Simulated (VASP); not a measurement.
# MoRu2 (P-62m) in VASP: single point with PBEsol

Aim: the single point of MoRu2 with PBEsol.

Program: VASP 6.6.1. These are calculated values, not measurements. Logs are shortened: lines on timing, memory, paths and dates and some standing lists are left out, and cuts for length are marked.

### 1 The cell of the first run

The structure is hexagonal, space group P-62m (No. 189). Conventional cell: a = 4.781 Å, b = 4.781 Å, c = 4.374 Å, α = 90.00°, β = 90.00°, γ = 120.00°. Mo (site symmetry -6) has 9 Ru at 2.71 to 2.76 Å and 3 Mo at 2.76 Å within 3.6 Å. Ru (site symmetry -62m) has 6 Ru at 2.70 Å and 6 Mo at 2.76 Å within 3.6 Å. Within 3.6 Å of Ru (site symmetry m2m) lie 8 Ru at 2.70 to 2.77 Å and 4 Mo at 2.71 Å.

### 2 Single point, PBEsol

POSCAR

```
MoRu2
1.0
    4.7810990046      0.0000000000      0.0000000000
   -2.3905495023      4.1405531960      0.0000000000
    0.0000000000      0.0000000000      4.3736522000
Mo Ru
2 4
Direct
    0.6666666667      0.3333333333      0.0000000000
    0.3333333333      0.6666666667      0.0000000000
    0.0000000000      0.0000000000      0.0000000000
    0.0000000000      0.3308135000      0.5000000000
    0.6691865000      0.6691865000      0.5000000000
    0.3308135000      0.0000000000      0.5000000000
```

INCAR.step1

```
SYSTEM = MoRu2
  ALGO = Normal
  EDIFF = 1E-6
  ENCUT = 400
  GGA = PS
  GGA_COMPAT = .False.
  ISIF = 2
  ISMEAR = 0
  LASPH = .True.
  LCHARG = .True.
  LMAXMIX = 4
  LORBIT = 11
  LREAL = .False.
  LWAVE = .False.
  NBANDS = 51
  NEDOS = 2001
  NELM = 120
  PREC = Accurate
  SIGMA = 0.1
```

KPOINTS.step1

```
k-points
0
Gamma
  12 12 8
  0 0 0
```

INCAR.step2

```
SYSTEM = MoRu2
  ALGO = Normal
  EDIFF = 1E-6
  ENCUT = 400
  GGA = PS
  GGA_COMPAT = .False.
  ICHARG = 11
  ISIF = 2
  ISMEAR = -5
  LASPH = .True.
  LCHARG = .False.
  LMAXMIX = 4
  LORBIT = 11
  LREAL = .False.
  LWAVE = .False.
  NEDOS = 2001
  NELM = 120
  PREC = Accurate
  SIGMA = 0.1
```

KPOINTS.step2

```
k-points
0
Gamma
  18 18 12
  0 0 0
```

Potentials or basis: VASP PAW PBE potentials, release 64 (Mo_sv, Ru_pv).

Launch:

```sh
$ cat potpaw_PBE.64/Mo_sv/POTCAR potpaw_PBE.64/Ru_pv/POTCAR > POTCAR
$ cp INCAR.step1 INCAR
$ cp KPOINTS.step1 KPOINTS
$ mpirun -np 1 vasp_std > vasp.out
$ cp INCAR.step2 INCAR
$ cp KPOINTS.step2 KPOINTS
$ mpirun -np 1 vasp_std > vasp.out
```

OUTCAR:

```text
SYSTEM = MoRu2
   EDIFF = 1E-6
   ENCUT = 400
   GGA = PS
   ICHARG = 11
   ISIF = 2
   ISMEAR = -5
   LASPH = .True.
   LORBIT = 11
   LREAL = .False.
   NELM = 120
   PREC = Accurate

 ion  position               nearest neighbor table
   1  0.667  0.333  0.000-   4 2.71   4 2.71   6 2.71   6 2.71   5 2.71   5 2.71   2 2.76   3 2.76
                             2 2.76   3 2.76   3 2.76   2 2.76
   2  0.333  0.667  0.000-   6 2.71   6 2.71   4 2.71   4 2.71   5 2.71   5 2.71   3 2.76   1 2.76
                             1 2.76   3 2.76   3 2.76   1 2.76
   3  0.000  0.000  0.000-   6 2.70   6 2.70   4 2.70   4 2.70   5 2.70   5 2.70   1 2.76   2 2.76
                             1 2.76   2 2.76   1 2.76   2 2.76
   4  0.000  0.331  0.500-   3 2.70   3 2.70   1 2.71   1 2.71   2 2.71   2 2.71   6 2.74   5 2.74
                             6 2.77   5 2.77   5 2.77   6 2.77
   5  0.669  0.669  0.500-   3 2.70   3 2.70   2 2.71   2 2.71   1 2.71   1 2.71   6 2.74   4 2.74
                             6 2.77   4 2.77   4 2.77   6 2.77
   6  0.331  0.000  0.500-   3 2.70   3 2.70   2 2.71   2 2.71   1 2.71   1 2.71   4 2.74   5 2.74
                             4 2.77   5 2.77   4 2.77   5 2.77

  LATTYP: Found a hexagonal cell.
 ALAT       =     4.7810990046
 C/A-ratio  =     0.9147796763

  Lattice vectors:

 A1 = (   4.7810990046,   0.0000000000,   0.0000000000)
 A2 = (  -2.3905495023,   4.1405531960,   0.0000000000)
 A3 = (   0.0000000000,   0.0000000000,   4.3736522000)

Analysis of symmetry for initial positions (statically):
=====================================================================
 Subroutine PRICEL returns:
 Original cell was already a primitive cell.

 Routine SETGRP: Setting up the symmetry group for a
 hexagonal supercell.

 Subroutine GETGRP returns: Found 12 space group operations
 (whereof 12 operations were pure point group operations)
 out of a pool of 24 trial point group operations.

The static configuration has the point symmetry D_3h.

Analysis of symmetry for dynamics (positions and initial velocities):
=====================================================================
 Subroutine PRICEL returns:
 Original cell was already a primitive cell.

 Routine SETGRP: Setting up the symmetry group for a
 hexagonal supercell.

 Subroutine GETGRP returns: Found 12 space group operations
 (whereof 12 operations were pure point group operations)
 out of a pool of 24 trial point group operations.

The dynamic configuration has the point symmetry D_3h.

 Subroutine INISYM returns: Found 12 space group operations
 (whereof 12 operations are pure point group operations),
 and found     1 'primitive' translations

----------------------------------------------------------------------------------------

                                     Primitive cell

  volume of cell :      86.5825

  direct lattice vectors                    reciprocal lattice vectors
     4.781099005  0.000000000  0.000000000     0.209156932  0.120756811  0.000000000
    -2.390549502  4.140553196  0.000000000     0.000000000  0.241513622  0.000000000
     0.000000000  0.000000000  4.373652200     0.000000000  0.000000000  0.228641866

  length of vectors
     4.781099005  4.781099005  4.373652200     0.241513622  0.241513622  0.228641866

  position of ions in fractional coordinates (direct lattice)
     0.666666667  0.333333333  0.000000000
     0.333333333  0.666666667  0.000000000
     0.000000000  0.000000000  0.000000000
     0.000000000  0.330813500  0.500000000
     0.669186500  0.669186500  0.500000000
     0.330813500  0.000000000  0.500000000

  ion indices of the primitive-cell ions
   primitive index   ion index
                 1           1
                 2           2
                 3           3
                 4           4
                 5           5
                 6           6

----------------------------------------------------------------------------------------

 KPOINTS: k-points

Automatic generation of k-mesh.
 Grid dimensions read from file:
 generate k-points for:   18   18   12

 Generating k-lattice:

  Cartesian coordinates                     Fractional coordinates (reciprocal lattice)
     0.011619830  0.006708712  0.000000000     0.055555556  0.000000000  0.000000000
     0.000000000  0.013417423  0.000000000     0.000000000  0.055555556  0.000000000
     0.000000000  0.000000000  0.019053489     0.000000000  0.000000000  0.083333333

  Length of vectors
     0.013417423  0.013417423  0.019053489

  Shift w.r.t. Gamma in fractional coordinates (k-lattice)
     0.000000000  0.000000000  0.000000000

 TETIRR: Found   3954 inequivalent tetrahedra from    23328

 Subroutine IBZKPT returns following result:
 ===========================================

 Found    259 irreducible k-points:

 Following reciprocal coordinates:
            Coordinates               Weight
  0.000000  0.000000  0.000000      1.000000
  0.055556 -0.000000  0.000000      6.000000
  0.111111 -0.000000  0.000000      6.000000
  0.166667 -0.000000  0.000000      6.000000
  0.222222 -0.000000  0.000000      6.000000
  0.277778  0.000000  0.000000      6.000000
[... 16 lines left out ...]
  0.333333  0.111111  0.000000     12.000000
  0.388889  0.111111  0.000000     12.000000
 [... further k-points ...]
   k-points           NKPTS =    259   k-points in BZ     NKDIM =    259   number of bands    NBANDS=     50
   number of dos      NEDOS =   2001   number of ions     NIONS =      6
   total plane-waves  NPLWV =  30720
   dimension x,y,z NGX =    32 NGY =   32 NGZ =   30
   dimension x,y,z NGXF=    64 NGYF=   64 NGZF=   60
   ions per type =               2   4
   NGX,Y,Z   is equivalent  to a cutoff of  11.13, 11.13, 11.40 a.u.
   NGXF,Y,Z  is equivalent  to a cutoff of  22.25, 22.25, 22.81 a.u.
 SYSTEM =  MoRu2
   PREC   = accura    normal or accurate (medium, high low for compatibility)
   ISTART =      0    job   : 0-new  1-cont  2-samecut
   ICHARG =     11    charge: 1-file 2-atom 10-const
   ISPIN  =      1    spin polarized calculation?
   LNONCOLLINEAR =      F non collinear calculations
   LSORBIT =      F    spin-orbit coupling
   LASPH  =      T    aspherical Exc in radial PAW
   ENCUT  =  400.0 eV  29.40 Ry    5.42 a.u.   7.80  7.80  7.13*2*pi/ulx,y,z
   NELM   =    120;   NELMIN=  2; NELMDL=  0     # of ELM steps
   EDIFF  = 0.1E-05   stopping-criterion for ELM
   LREAL  =      F    real-space projection
   EDIFFG = 0.1E-04   stopping-criterion for IOM
   NSW    =      0    number of steps for IOM
   IBRION =     -1    ionic relax: 0-MD 1-quasi-New 2-CG
   NFREE  =      0    steps in history (QN), initial steepest desc. (CG)
   ISIF   =      2    stress and relaxation
   ISYM   =      2    0-nonsym 1-usesym 2-fastsym
   POTIM  = 0.5000    time-step for ionic-motion
   TEBEG  =    0.0;   TEEND  =   0.0 temperature during run
   PSTRESS=    0.0 pullay stress
   NELECT =      84.0000    total number of electrons
   NUPDOWN=      -1.0000    fix difference up-down
   EMIN   =  10.00;   EMAX   =-10.00  energy-range for DOS
   EFERMI =   0.00;   METHOD = LEGACY
   ISMEAR =    -5;   SIGMA  =   0.10  broadening in eV -4-tet -1-fermi 0-gaus
   EFERMI_NEDOS =   21; number of points for ismear=-14 and -15
   IALGO  =     38    algorithm
   IMIX   =      4    mixing-type and parameters
     AMIX     =   0.40;   BMIX     =  1.00
     AMIX_MAG =   1.60;   BMIX_MAG =  1.00
  volume/ion in A,a.u.               =      14.43        97.38
  Fermi-wavevector in a.u.,A,eV,Ry     =   1.620657  3.062598 35.736104  2.626530
  Thomas-Fermi vector in A             =   2.714560
   LORBIT       =     11    0 simple, 1 ext, 2 COOP (PROOUT), +10 PAW based schemes
   GGA     = PS    functional components
   LHFCALC =     F    Hartree Fock is set to
   AEXX    =    0.0000 exact exchange contribution
   IVDW    =     0    specifies the selected vdW correction
   LEPSILON=     F    determine dielectric tensor
   LRPA    =     F    only Hartree local field effects (RPA)
 non-spin polarized calculation
 Fermi weights with tetrahedron method with Bloechl corrections
  energy-cutoff  :      400.00
  volume of cell :       86.58
 maximum number of plane-waves:      1605
 NGX is ok and might be reduce to    32

 number of electron      84.0000002 magnetization

 Free energy of the ion-electron system (eV)
  ---------------------------------------------------
  ext. energy  EPLUGINS =         0.00000000
  ---------------------------------------------------
  free energy    TOTEN  =       -64.10573864 eV

  energy without entropy =      -64.10573864  energy(sigma->0) =      -64.10573864

 E-fermi :  12.1247     XC(G=0): -13.9298

 val. band max:       12.1685105380   @ k =   0.2778   0.2778   0.3333
 cond. band min:      12.0892497716   @ k =   0.2778   0.2778   0.2500
 fundamental gap:     -0.0792607664
 Fermi energy:        12.1247250254

 k-point     1 :       0.0000    0.0000    0.0000
  band No.  band energies     occupation
      1     -48.5832      2.00000
      2     -48.4332      2.00000
      3     -30.8098      2.00000
      4     -30.6535      2.00000
      5     -30.6535      2.00000
      6     -30.6075      2.00000
[... 42 lines left out ...]
     49      14.0576      0.00000
     50      14.7909      0.00000

 k-point     2 :       0.0556   -0.0000    0.0000
  band No.  band energies     occupation
      1     -48.5822      2.00000
      2     -48.4343      2.00000
      3     -30.8086      2.00000
      4     -30.6630      2.00000
      5     -30.6613      2.00000
      6     -30.5996      2.00000
[... 42 lines left out ...]
     49      14.3295      0.00000
     50      14.7456      0.00000

 k-point     3 :       0.1111   -0.0000    0.0000
  band No.  band energies     occupation
      1     -48.5793      2.00000
      2     -48.4373      2.00000
      3     -30.8055      2.00000
      4     -30.6834      2.00000
      5     -30.6740      2.00000
      6     -30.5863      2.00000
[... 42 lines left out ...]
     49      14.4888      0.00000
     50      14.8104      0.00000

 k-point     4 :       0.1667   -0.0000    0.0000
  band No.  band energies     occupation
      1     -48.5746      2.00000
      2     -48.4422      2.00000
      3     -30.8007      2.00000
      4     -30.7059      2.00000
      5     -30.6818      2.00000
      6     -30.5751      2.00000
[... 999 lines left out ...]
 k-point    23 :       0.3333    0.1111    0.0000
  band No.  band energies     occupation
      1     -48.5412      2.00000
      2     -48.4766      2.00000
      3     -30.7743      2.00000
      4     -30.7565      2.00000
      5     -30.6406      2.00000
      6     -30.5554      2.00000
[... 42 lines left out ...]
     49      14.8202      0.00000
     50      15.0623      0.00000

 k-point    24 :       0.3889    0.1111    0.0000
  band No.  band energies     occupation
      1     -48.5341      2.00000
      2     -48.4838      2.00000
      3     -30.7708      2.00000
      4     -30.7627      2.00000
      5     -30.6085      2.00000
      6     -30.5582      2.00000
[... 42 lines left out ...]
     49      14.8618      0.00000
     50      14.9094      0.00000

 [... further k-points ...]

------------------------ aborting loop because EDIFF is reached ----------------------------------------

  FORCE on cell =-STRESS in cart. coord.  units (eV):
  Direction    XX          YY          ZZ          XY          YZ          ZX
  --------------------------------------------------------------------------------------
  -------------------------------------------------------------------------------------
  Total       -5.3726580     -5.3726580     -5.3551724     -0.0000000      0.0000000      0.0000000
  in kB      -99.4190084    -99.4190084    -99.0954436     -0.0000000      0.0000000      0.0000000
  external PRESSURE =     -99.3111535 kB  Pullay stress =       0.0000000 kB

 VOLUME and BASIS-vectors are now :
 -----------------------------------------------------------------------------
  energy-cutoff  :      400.00
  volume of cell :       86.58
      direct lattice vectors                 reciprocal lattice vectors
     4.781099005  0.000000000  0.000000000     0.209156932  0.120756811  0.000000000
    -2.390549502  4.140553196  0.000000000     0.000000000  0.241513622  0.000000000
     0.000000000  0.000000000  4.373652200     0.000000000  0.000000000  0.228641866

 POSITION                                       TOTAL-FORCE (eV/Angst)
 -----------------------------------------------------------------------------------
      2.39055      1.38018      0.00000         0.000000     -0.000000     -0.000000
     -0.00000      2.76037      0.00000         0.000000     -0.000000     -0.000000
      0.00000      0.00000      0.00000         0.000000     -0.000000     -0.000000
     -0.79083      1.36975      2.18683         0.027917     -0.048354     -0.000000
      1.59972      2.77080      2.18683         0.027917      0.048354     -0.000000
      1.58165      0.00000      2.18683        -0.055835     -0.000000      0.000000
 -----------------------------------------------------------------------------------
    total drift:                               -0.000000     -0.000001      0.000000

  FREE ENERGIE OF THE ION-ELECTRON SYSTEM (eV)
  ---------------------------------------------------
  free  energy   TOTEN  =       -64.1057386416 eV

  energy  without entropy=      -64.1057386416  energy(sigma->0) =      -64.10573864

 total charge

# of ion       s       p       d       tot
------------------------------------------
    1        2.386   6.202   3.905  12.492
    2        2.386   6.202   3.905  12.492
    3        0.409   6.294   5.956  12.659
    4        0.397   6.291   5.957  12.646
    5        0.397   6.291   5.957  12.646
    6        0.397   6.291   5.957  12.646
--------------------------------------------------
tot          6.372  37.571  31.638  75.581
```

Run time: 4.9 min. Hardware: 1 thread of Intel Xeon 6975P-C (Granite Rapids), shared host; peak memory 0.62 GiB.

Results:

```yaml
Valence_electrons_inside_the_program's_atomic_spheres: Mo 12.49; Ru 12.66, 12.65 (each value once)
```

Caveat: the PAW data sets were made with another functional, which shifts forces and pressure a little.
